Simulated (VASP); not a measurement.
Runs of VASP 6.6.1 on Mo. The structure is that of space group I4/mmm (No. 139), or close to it. The cells are those of the table. 

| cell | further INCAR settings | gap on the mesh (eV) | pressure (GPa) |
| --- | --- | --- | --- |
| a = 2.655 Å, angles 107.4, 107.4, 113.6°, 1 atom | ALGO = Fast; EDIFF = 1e-06; NBANDS = 13 | none | 22.9 |
| a = 2.815 Å, angles 112.1, 112.1, 104.2°, 1 atom | ALGO = Fast; EDIFF = 1e-06; NBANDS = 13 | none | -22.5 |
| a = 2.633 Å, angles 106.8, 106.8, 115.1°, 1 atom | ALGO = Fast; EDIFF = 1e-07; NBANDS = 13 | none | (a) |
| a = 2.803 Å, angles 111.8, 111.8, 104.9°, 1 atom | ALGO = Fast; EDIFF = 1e-07; NBANDS = 13 | none | (b) |
| a = 2.791 Å, angles 111.5, 111.5, 105.5°, 1 atom | ALGO = Fast; EDIFF = 1e-06; NBANDS = 13 | none | -18.7 |

Alike in all rows: task single point; level PBEsol; potentials or basis VASP PAW PBE potentials, release 64 (Mo_sv); no spin polarisation; k mesh 22 × 22 × 22; cutoff (eV) 520; smearing gaussian 0.15 eV.

Task: Estimate the missing entries.

Result: (a) 34.1; (b) -20.7.

Caveats: the PAW data sets were made with another functional, which shifts forces and pressure a little.

A k mesh can miss the band edges, and the runs leave out spin-orbit coupling on Mo.

A gap of «none» marks levels without a gap at the run's occupations.
